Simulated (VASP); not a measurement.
Crystal: Co.

```
Co
1.0
     2.50188    0.00000    0.00000
    -1.25094    2.16670    0.00000
     0.00000    0.00000    8.17115
Co
4
Direct
  0.00000 0.00000 0.00000
  0.00000 0.00000 0.50000
  0.33333 0.66667 0.25000
  0.66667 0.33333 0.75000
```

- Program: VASP 6.6.1
- Task: relaxation of cell and atoms
- Functional: PBEsol
- Potentials or basis: VASP PAW PBE potentials, release 64 (Co)
- Cutoff: 600 eV
- k mesh: 14 × 14 × 4
- Occupations: fermi-dirac, width 0.1 eV
- Spin: no spin polarisation

At the start: pressure -24.6 GPa; volume 11.07 Å³/atom.

Question: How do energy, volume and symmetry change on relaxing?

Answer: Over 8 steps the energy falls by 102.3 meV/atom and the volume is 9.88 Å³/atom (-10.8 %); space group P6_3/mmc (No. 194, to 0.1 Å) before and after.

The path:
| step | energy change (eV) | largest force (eV/Å) | pressure (GPa) | volume (Å³) |
| --- | --- | --- | --- | --- |
| 1 | 0.0000 | 0.0000 | -24.56 | 44.29 |
| 2 | 0.3987 | 0.0000 | 56.65 | 34.28 |
| 3 | -0.4086 | 0.0000 | -0.94 | 39.67 |
| 4 | -0.4091 | 0.0000 | -0.18 | 39.56 |
| 5 | -0.4091 | 0.0000 | 0.48 | 39.47 |
| 6 | -0.4089 | 0.0000 | -0.73 | 39.62 |
| 7 | -0.4092 | 0.0000 | -0.09 | 39.53 |
| 8 | -0.4092 | 0.0000 | 0.07 | 39.52 |

Final structure:
```
Co
1.0
     2.41135    0.00000    0.00000
    -1.20568    2.08829    0.00000
     0.00000    0.00000    7.84812
Co
4
Direct
  0.00000 0.00000 0.00000
  0.00000 0.00000 0.50000
  0.33333 0.66667 0.25000
  0.66667 0.33333 0.75000
```

Caveat: the highest band is partly filled, so the run has too few bands; the PAW data sets were made with another functional, which shifts forces and pressure a little; the run has no spin polarisation, though such a crystal can be magnetic.
